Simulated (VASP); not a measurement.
Write the native input for VASP 6.6.1 that does the following.

```yaml
Task: single point
Functional: r2SCAN
Potentials_or_basis: VASP PAW PBE potentials, release 64 (Cu, F)
Cutoff: 520 eV
k_mesh: 12 × 12 × 4
Occupations: fermi-dirac, width 0.02 eV
Spin: no spin polarisation
Dipole_correction: no
Further_INCAR_settings: ALGO = Normal; EDIFF = 1e-06; NBANDS = 26
```

The system is CuF.

```xyz
4
Lattice="2.7625 0.0000 0.0000 -1.3813 2.3924 0.0000 0.0000 0.0000 6.4020" Properties=species:S:1:pos:R:3 pbc="T T T"
Cu    0.0000    0.0000    0.0000
Cu    0.0000    0.0000    3.2010
F     0.0000    1.5950    1.6005
F     1.3813    0.7975    4.8015
```

These files were run (other wordings do the same):

POSCAR

```
CuF
1.0
    2.7625362693      0.0000000000      0.0000000000
   -1.3812681347      2.3924265881      0.0000000000
    0.0000000000      0.0000000000      6.4019832778
Cu F
2 2
Direct
    0.0000000000      0.0000000000      0.0000000000
    0.0000000000      0.0000000000      0.5000000000
    0.3333333333      0.6666666667      0.2500000000
    0.6666666667      0.3333333333      0.7500000000
```

INCAR.step1

```
PREC = Accurate
ENCUT = 520
ISMEAR = -1
SIGMA = 0.02
LREAL = F
LASPH = T
NELM = 80
NBANDS = 26
GGA = PE
ALGO = Normal
EDIFF = 1E-4
LWAVE = T
LCHARG = F
```

INCAR.step2

```
PREC = Accurate
ENCUT = 520
EDIFF = 1E-6
ISMEAR = -1
SIGMA = 0.02
LREAL = F
LASPH = T
NELM = 80
ALGO = Normal
ISIF = 2
LWAVE = F
LCHARG = F
METAGGA = R2SCAN
LMIXTAU = T
NBANDS = 26
ISTART = 1
```

KPOINTS

```
Automatic mesh
0
Gamma
  12 12 4
```

Potentials or basis: VASP PAW PBE potentials, release 64 (Cu, F).

Run with:

```console
$ cat potpaw_PBE.64/Cu/POTCAR potpaw_PBE.64/F/POTCAR > POTCAR
$ cp INCAR.step1 INCAR
$ mpirun -np 1 vasp_std > vasp.out
$ cp INCAR.step2 INCAR
$ mpirun -np 1 vasp_std > vasp.out
```

It gave:

```
Pressure               : 0.1 GPa
Band gap on the k mesh : zero (band 18 reaches 4.64 eV, above the bottom of band 19 at 4.24 eV)
```

Caveat: the PAW data sets were made with another functional, which shifts forces and pressure a little; semilocal functionals often make such compounds metallic where correlation or magnetic order opens a gap, which also shifts bond lengths.

It took 3.1 min on 1 thread of Intel Xeon 6975P-C, with other jobs on the host, peak memory 0.2 GiB.
